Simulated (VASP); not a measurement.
# In (P6/mmm) in VASP: notebook

Runs on In. Level: PBE. Tasks: single point, relaxation of shape and atoms at fixed volume.

Everything below comes from runs of VASP 6.6.1. Logs are shortened: lines on timing, memory, paths and dates and some standing lists are left out, and cuts for length are marked.

## (1) The cell of the first run

It takes space group P6/mmm (No. 191, hexagonal). The conventional cell has a = 3.262 Å, b = 3.262 Å, c = 3.096 Å, α = 90.00°, β = 90.00°, γ = 120.00°. Within 4.1 Å of In (site symmetry 6/mmm) lie 8 In at 3.10 to 3.26 Å.

This isn't the form of In at room conditions, which is tetragonal.

## (2) Single point, PBE

INCAR reads:

```
PREC = Accurate
ENCUT = 520
EDIFF = 1E-6
ISMEAR = -1
SIGMA = 0.1
LREAL = False
LASPH = True
NELM = 60
ALGO = Normal
ISIF = 2
LWAVE = False
LCHARG = False
GGA = PE
NBANDS = 12
```

KPOINTS reads:

```
Automatic mesh
0
Gamma
  15 15 14
```

POSCAR reads:

```
In
1.0
    3.2616547452      0.0000000000      0.0000000000
   -1.6308273726      2.8246758677      0.0000000000
    0.0000000000      0.0000000000      3.0963816757
In
1
Direct
    0.0000000000      0.0000000000      0.0000000000
```

Potentials or basis: VASP PAW PBE potentials, release 64 (In_d).

On the command line:

```bash
> cat potpaw_PBE.64/In_d/POTCAR > POTCAR
> mpirun -np 1 vasp_std > vasp.out
```

OUTCAR:

```text
PREC = Accurate
   ENCUT = 520
   EDIFF = 1E-6
   ISMEAR = -1
   LREAL = False
   LASPH = True
   NELM = 60
   ISIF = 2
   GGA = PE

 ion  position               nearest neighbor table
   1  0.000  0.000  0.000-

  LATTYP: Found a hexagonal cell.
 ALAT       =     3.2616547452
 C/A-ratio  =     0.9493284598

  Lattice vectors:

 A1 = (   3.2616547452,   0.0000000000,   0.0000000000)
 A2 = (  -1.6308273726,   2.8246758677,   0.0000000000)
 A3 = (   0.0000000000,   0.0000000000,   3.0963816757)

Analysis of symmetry for initial positions (statically):
=====================================================================
 Subroutine PRICEL returns:
 Original cell was already a primitive cell.

 Routine SETGRP: Setting up the symmetry group for a
 hexagonal supercell.

 Subroutine GETGRP returns: Found 24 space group operations
 (whereof 24 operations were pure point group operations)
 out of a pool of 24 trial point group operations.

The static configuration has the point symmetry D_6h.

Analysis of symmetry for dynamics (positions and initial velocities):
=====================================================================
 Subroutine PRICEL returns:
 Original cell was already a primitive cell.

 Routine SETGRP: Setting up the symmetry group for a
 hexagonal supercell.

 Subroutine GETGRP returns: Found 24 space group operations
 (whereof 24 operations were pure point group operations)
 out of a pool of 24 trial point group operations.

The dynamic configuration has the point symmetry D_6h.

 Subroutine INISYM returns: Found 24 space group operations
 (whereof 24 operations are pure point group operations),
 and found     1 'primitive' translations

----------------------------------------------------------------------------------------

                                     Primitive cell

  volume of cell :      28.5273

  direct lattice vectors                    reciprocal lattice vectors
     3.261654745  0.000000000  0.000000000     0.306592843  0.177011460  0.000000000
    -1.630827373  2.824675868  0.000000000     0.000000000  0.354022920  0.000000000
     0.000000000  0.000000000  3.096381676     0.000000000  0.000000000  0.322957602

  length of vectors
     3.261654745  3.261654745  3.096381676     0.354022920  0.354022920  0.322957602

  position of ions in fractional coordinates (direct lattice)
     0.000000000  0.000000000  0.000000000

  ion indices of the primitive-cell ions
   primitive index   ion index
                 1           1

----------------------------------------------------------------------------------------

 KPOINTS: Automatic mesh

Automatic generation of k-mesh.
 Grid dimensions read from file:
 generate k-points for:   15   15   14

 Generating k-lattice:

  Cartesian coordinates                     Fractional coordinates (reciprocal lattice)
     0.020439523  0.011800764  0.000000000     0.066666667  0.000000000  0.000000000
     0.000000000  0.023601528  0.000000000     0.000000000  0.066666667  0.000000000
     0.000000000  0.000000000  0.023068400     0.000000000  0.000000000  0.071428571

  Length of vectors
     0.023601528  0.023601528  0.023068400

  Shift w.r.t. Gamma in fractional coordinates (k-lattice)
     0.000000000  0.000000000  0.000000000

 Subroutine IBZKPT returns following result:
 ===========================================

 Found    216 irreducible k-points:

 Following reciprocal coordinates:
            Coordinates               Weight
  0.000000  0.000000  0.000000      1.000000
  0.066667  0.000000  0.000000      6.000000
  0.133333  0.000000  0.000000      6.000000
  0.200000 -0.000000  0.000000      6.000000
  0.266667  0.000000  0.000000      6.000000
  0.333333 -0.000000  0.000000      6.000000
[... 16 lines left out ...]
  0.333333  0.200000  0.000000     12.000000
  0.400000  0.200000  0.000000      6.000000
 [... further k-points ...]
   k-points           NKPTS =    216   k-points in BZ     NKDIM =    216   number of bands    NBANDS=     12
   number of dos      NEDOS =    301   number of ions     NIONS =      1
   total plane-waves  NPLWV =  13824
   dimension x,y,z NGX =    24 NGY =   24 NGZ =   24
   dimension x,y,z NGXF=    48 NGYF=   48 NGZF=   48
   ions per type =               1
   NGX,Y,Z   is equivalent  to a cutoff of  12.23, 12.23, 12.89 a.u.
   NGXF,Y,Z  is equivalent  to a cutoff of  24.47, 24.47, 25.77 a.u.
 SYSTEM =  unknown system
   PREC   = accura    normal or accurate (medium, high low for compatibility)
   ISTART =      0    job   : 0-new  1-cont  2-samecut
   ICHARG =      2    charge: 1-file 2-atom 10-const
   ISPIN  =      1    spin polarized calculation?
   LNONCOLLINEAR =      F non collinear calculations
   LSORBIT =      F    spin-orbit coupling
   LASPH  =      T    aspherical Exc in radial PAW
   ENCUT  =  520.0 eV  38.22 Ry    6.18 a.u.   6.06  6.06  5.76*2*pi/ulx,y,z
   NELM   =     60;   NELMIN=  2; NELMDL= -5     # of ELM steps
   EDIFF  = 0.1E-05   stopping-criterion for ELM
   LREAL  =      F    real-space projection
   EDIFFG = 0.1E-04   stopping-criterion for IOM
   NSW    =      0    number of steps for IOM
   IBRION =     -1    ionic relax: 0-MD 1-quasi-New 2-CG
   NFREE  =      0    steps in history (QN), initial steepest desc. (CG)
   ISIF   =      2    stress and relaxation
   ISYM   =      2    0-nonsym 1-usesym 2-fastsym
   POTIM  = 0.5000    time-step for ionic-motion
   TEBEG  =    0.0;   TEEND  =   0.0 temperature during run
   PSTRESS=    0.0 pullay stress
   NELECT =      13.0000    total number of electrons
   NUPDOWN=      -1.0000    fix difference up-down
   EMIN   =  10.00;   EMAX   =-10.00  energy-range for DOS
   EFERMI =   0.00;   METHOD = LEGACY
   ISMEAR =    -1;   SIGMA  =   0.10  broadening in eV -4-tet -1-fermi 0-gaus
   EFERMI_NEDOS =   21; number of points for ismear=-14 and -15
   IALGO  =     38    algorithm
   IMIX   =      4    mixing-type and parameters
     AMIX     =   0.40;   BMIX     =  1.00
     AMIX_MAG =   1.60;   BMIX_MAG =  1.00
  volume/ion in A,a.u.               =      28.53       192.51
  Fermi-wavevector in a.u.,A,eV,Ry     =   1.259802  2.380680 21.593817  1.587101
  Thomas-Fermi vector in A             =   2.393343
   LORBIT       =      0    0 simple, 1 ext, 2 COOP (PROOUT), +10 PAW based schemes
   GGA     = PE    functional components
   LHFCALC =     F    Hartree Fock is set to
   AEXX    =    0.0000 exact exchange contribution
   IVDW    =     0    specifies the selected vdW correction
   LEPSILON=     F    determine dielectric tensor
   LRPA    =     F    only Hartree local field effects (RPA)
 non-spin polarized calculation
  energy-cutoff  :      520.00
  volume of cell :       28.53
 maximum number of plane-waves:       810
   NGX = 13   NGY = 13   NGZ = 11

 number of electron      13.0000000 magnetization

 Free energy of the ion-electron system (eV)
  ---------------------------------------------------
  ext. energy  EPLUGINS =         0.00000000
  ---------------------------------------------------
  free energy    TOTEN  =        -2.52005840 eV

  energy without entropy =       -2.50177958  energy(sigma->0) =       -2.51091899

 E-fermi :   6.5068     XC(G=0):  -9.8054

 val. band max:        6.4858496461   @ k =   0.2667   0.0000   0.3571
 cond. band min:       6.5322435900   @ k =   0.4000  -0.0000   0.4286
 fundamental gap:      0.0463939440
 Fermi energy:         6.5067656538

 k-point     1 :       0.0000    0.0000    0.0000
  band No.  band energies     occupation
      1      -8.4102      2.00000
      2      -8.0956      2.00000
      3      -8.0956      2.00000
      4      -7.7844      2.00000
      5      -7.7844      2.00000
      6      -2.5072      2.00000
      7      13.3512      0.00000
      8      15.6946      0.00000
      9      15.6946      0.00000
     10      16.6692      0.00000
     11      18.1418      0.00000
     12      19.8266      0.00000

 k-point     2 :       0.0667    0.0000    0.0000
  band No.  band energies     occupation
      1      -8.4026      2.00000
      2      -8.0995      2.00000
      3      -8.0811      2.00000
      4      -7.7913      2.00000
      5      -7.7860      2.00000
      6      -2.4184      2.00000
      7      13.4543      0.00000
      8      14.6896      0.00000
      9      15.3329      0.00000
     10      16.7620      0.00000
     11      17.5421      0.00000
     12      20.3089      0.00000

 k-point     3 :       0.1333    0.0000    0.0000
  band No.  band energies     occupation
      1      -8.3822      2.00000
      2      -8.1097      2.00000
      3      -8.0399      2.00000
      4      -7.8105      2.00000
      5      -7.7904      2.00000
      6      -2.1503      2.00000
      7      12.7592      0.00000
      8      13.7600      0.00000
      9      14.5575      0.00000
     10      16.6880      0.00000
     11      17.1160      0.00000
     12      21.4444      0.00000
[... 286 lines left out ...]
 k-point    23 :       0.3333    0.2000    0.0000
  band No.  band energies     occupation
      1      -8.2556      2.00000
      2      -8.0815      2.00000
      3      -7.9169      2.00000
      4      -7.8504      2.00000
      5      -7.8458      2.00000
      6       1.8326      2.00000
      7       4.9749      2.00000
      8       7.9547      0.00000
      9      17.5081      0.00000
     10      19.3657      0.00000
     11      19.9329      0.00000
     12      22.2479      0.00000

 k-point    24 :       0.4000    0.2000    0.0000
  band No.  band energies     occupation
      1      -8.2538      2.00000
      2      -8.0710      2.00000
      3      -7.9199      2.00000
      4      -7.8539      2.00000
      5      -7.8449      2.00000
      6       2.5211      2.00000
      7       4.1447      2.00000
      8       7.8284      0.00000
      9      17.8805      0.00000
     10      19.7809      0.00000
     11      19.7854      0.00000
     12      21.7137      0.00000

 [... further k-points ...]

------------------------ aborting loop because EDIFF is reached ----------------------------------------

  FORCE on cell =-STRESS in cart. coord.  units (eV):
  Direction    XX          YY          ZZ          XY          YZ          ZX
  --------------------------------------------------------------------------------------
  -------------------------------------------------------------------------------------
  Total       -0.0080534     -0.0080534     -0.0066384      0.0000000     -0.0000000     -0.0000000
  in kB       -0.4523026     -0.4523026     -0.3728341      0.0000000     -0.0000000     -0.0000000
  external PRESSURE =      -0.4258131 kB  Pullay stress =       0.0000000 kB

 VOLUME and BASIS-vectors are now :
 -----------------------------------------------------------------------------
  energy-cutoff  :      520.00
  volume of cell :       28.53
      direct lattice vectors                 reciprocal lattice vectors
     3.261654745  0.000000000  0.000000000     0.306592843  0.177011460  0.000000000
    -1.630827373  2.824675868  0.000000000     0.000000000  0.354022920  0.000000000
     0.000000000  0.000000000  3.096381676     0.000000000  0.000000000  0.322957602

 POSITION                                       TOTAL-FORCE (eV/Angst)
 -----------------------------------------------------------------------------------
      0.00000      0.00000      0.00000         0.000000      0.000000      0.000000
 -----------------------------------------------------------------------------------
    total drift:                                0.000000     -0.000000      0.000000

  FREE ENERGIE OF THE ION-ELECTRON SYSTEM (eV)
  ---------------------------------------------------
  free  energy   TOTEN  =        -2.5200584006 eV

  energy  without entropy=       -2.5017795767  energy(sigma->0) =       -2.51091899
```

Run time: 24 s. Hardware: 1 thread of Intel Xeon 8259CL, shared host; peak memory 0.19 GiB.

What came out:

| Quantity | Value |
| --- | --- |
| Free energy | -2.5201 eV |
| Pressure | 0.0 GPa |
| Band gap on the k mesh | zero (an odd number of electrons rules out a gap without spin polarisation) |

Caveat: spin-orbit coupling is left out, which moves the levels of the heavy elements.

## (3) Single point, PBE (28.53 Å³/atom)

INCAR reads:

```
SYSTEM = In
ALGO = Normal
EDIFF = 1E-6
ENCUT = 520
GGA = PE
ISIF = 2
ISMEAR = -1
LASPH = .TRUE.
LCHARG = .TRUE.
LELF = .TRUE.
LREAL = .FALSE.
LVHAR = .TRUE.
LWAVE = .FALSE.
NBANDS = 12
NELM = 60
PREC = Accurate
SIGMA = 0.1
```

KPOINTS reads:

```
k-points
0
G
  15 15 14
  0 0 0
```

POSCAR is that of step 2.

Potentials or basis: VASP PAW PBE potentials, release 64 (In_d).

On the command line:

```bash
> cat potpaw_PBE.64/In_d/POTCAR > POTCAR
> mpirun -np 1 vasp_std > vasp.out
```

Run time: 29 s. Hardware: 1 thread of Intel Xeon 8259CL, shared host; peak memory 0.19 GiB.

It converged, with:

```yaml
Free_energy: -2.5201 eV
Pressure: 0.0 GPa
Band_gap_on_the_k_mesh: zero (an odd number of electrons rules out a gap without spin polarisation)
```

Levels at points of the mesh, in eV from the Fermi level:
```tsv
k point	band 3	band 4	band 5	band 6	band 7	band 8	band 9	band 10	band 11	band 12
(0.00, 0.00, 0.00)	-14.60	-14.29	-14.29	-9.01	6.84	9.19	9.19	10.16	11.64	13.32
(0.00, 0.00, 0.50)	-14.47	-14.46	-14.46	-5.60	-3.41	12.42	12.42	13.79	13.89	15.78
```

Caveat: spin-orbit coupling is left out, which moves the levels of the heavy elements.

[end of part 1 of 2]
